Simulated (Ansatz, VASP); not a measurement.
# Fe in VASP and in Ansatz

The input INCAR:

```
SYSTEM = Fe
ALGO = Normal
EDIFF = 1E-6
ENCUT = 520
GGA = PE
ISIF = 2
ISMEAR = 0
ISPIN = 2
LASPH = .True.
LCHARG = .True.
LELF = .True.
LMAXMIX = 4
LORBIT = 11
LREAL = .False.
LVHAR = .True.
LWAVE = .False.
MAGMOM = 4
NBANDS = 14
NELM = 150
PREC = Accurate
SIGMA = 0.1
```

Contents of KPOINTS:

```
k-points
0
Gamma
  20 20 20
  0 0 0
```

The input POSCAR:

```
Fe
1.0
    0.0000000000      2.0518786712      2.0765694746
    1.5834339153      0.0000000000      2.0765694746
    1.5834339153      2.0518786712      0.0000000000
Fe
1
Direct
    0.0000000000      0.0000000000      0.0000000000
```

Input for Ansatz:

```yaml
crystal:
  lattice:
    - [0.0, 2.0518786712, 2.0765694746]
    - [1.5834339153, 0.0, 2.0765694746]
    - [1.5834339153, 2.0518786712, 0.0]
  atoms:
    - { symbol: Fe, position: [0.0, 0.0, 0.0], spin: 4.0 }
basis:
  ecutwfc: 420
kpoints:
  mp_grid: { grid: [20, 20, 20] }
hamiltonian:
  xc: pbe
scf:
  occupations: { method: gaussian, width: 0.1 }
  lower_state_search: "off"
output:
  forces: true
  stress: true
  eigenvalues: true
  populations: true
magnetization:
  spin_polarized: true
```

Alike in both runs: task single point; functional PBE; k mesh 20 × 20 × 20; occupations gaussian, width 0.1 eV; collinear spin.

```csv
,VASP,Ansatz
version,VASP 6.6.1,Ansatz 0.2.0
potentials or method,"VASP PAW PBE potentials, release 64 (Fe), cutoff 520 eV","scalar-relativistic, plane waves, PAW"
valence electrons in the cell,8,16
```

VASP gave:

- gap on the k mesh at the Fermi level (eV): none
- pressure (GPa): -18.2
- traceless stress, the component that is largest in VASP (GPa): -1.85
- net moment per atom (μB): 2.62
- size of the moment on the site where the two differ most (μB): 2.65

Problem. Which values does Ansatz return?

Solution. gap on the k mesh at the Fermi level (eV): none; pressure (GPa): -17.9; traceless stress, the component that is largest in VASP (GPa): -1.85; net moment per atom (μB): 2.62; size of the moment on the site where the two differ most (μB): 2.70.

Site moments also hang on the region over which each program counts them. A gap of «none» marks a metal or a gap that the smearing closes. The functional is the same, so the differences come from potentials, cutoffs and numerics. VASP's potentials hold 8 valence electrons a cell and Ansatz's 16, so a difference there can come from the potentials and not from the codes.
